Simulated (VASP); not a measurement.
**Hf3N2: single point with r2SCAN**

Hf3N2:

```
CELL_PARAMETERS angstrom
1.60436 0.92628 7.76736
-1.60436 0.92629 7.76736
0.00000 -1.85255 7.76736
ATOMIC_POSITIONS crystal
Hf 0.79668 0.77492 0.76597
Hf 0.23746 0.21570 0.20676
Hf 0.01707 0.99531 0.98637
N 0.62915 0.60739 0.59844
N 0.40499 0.38324 0.37429
```

```json
{"Program": "VASP 6.6.1", "Task": "single point", "Functional": "r2SCAN", "Potentials or basis": "VASP PAW PBE potentials, release 64 (Hf_pv, N)", "Cutoff": "520 eV", "k mesh": "6 × 6 × 6", "Occupations": "gaussian, width 0.1 eV", "Spin": "no spin polarisation", "Dipole correction": "no", "Further INCAR settings": "ALGO = Normal; EDIFF = 1e-06; NBANDS = 28"}
```

```json
{"Pressure": "-1.9 GPa", "Largest force": "0.068 eV/Å", "Band gap on the k mesh": "zero (bands 20 and 21 overlap by 1.34 eV)"}
```

Forces on the atoms (eV/Å):
```
Hf   0.000  0.000 -0.068
Hf   0.000  0.000  0.068
Hf   0.000  0.000  0.000
N    0.000  0.000  0.034
N    0.000  0.000 -0.034
```

Stress tensor (GPa, compression positive):
```
-1.95  0.00  0.00
 0.00 -1.95  0.00
 0.00  0.00 -1.78
```

Levels at points of the mesh, in eV from the Fermi level:
```csv
k point,band 17,band 18,band 19,band 20,band 21,band 22,band 23,band 24
"(0.00, 0.00, 0.00)",-3.88,-3.44,0.06,0.67,0.89,0.89,1.96,1.96
"(0.50, 0.00, 0.00)",-4.29,-2.43,-1.25,-0.70,-0.55,2.81,3.35,4.29
"(0.50, 0.50, 0.00)",-4.40,-3.01,-1.18,-0.52,0.60,1.82,3.23,4.18
"(0.50, 0.50, 0.50)",-3.97,-2.02,-1.11,0.57,0.57,1.55,1.56,2.79
```

Wall time 7.5 min on 1 thread of Intel(R) Xeon(R) 6975P-C (Granite Rapids), with other jobs on the host, peak memory 0.56 GiB.

Caveat: the k points lie up to 0.38 Å⁻¹ apart, too coarse for converged energies and pressures of a metal; the PAW data sets were made with another functional, which shifts forces and pressure a little; spin-orbit coupling is left out, which moves the levels of the heavy elements.
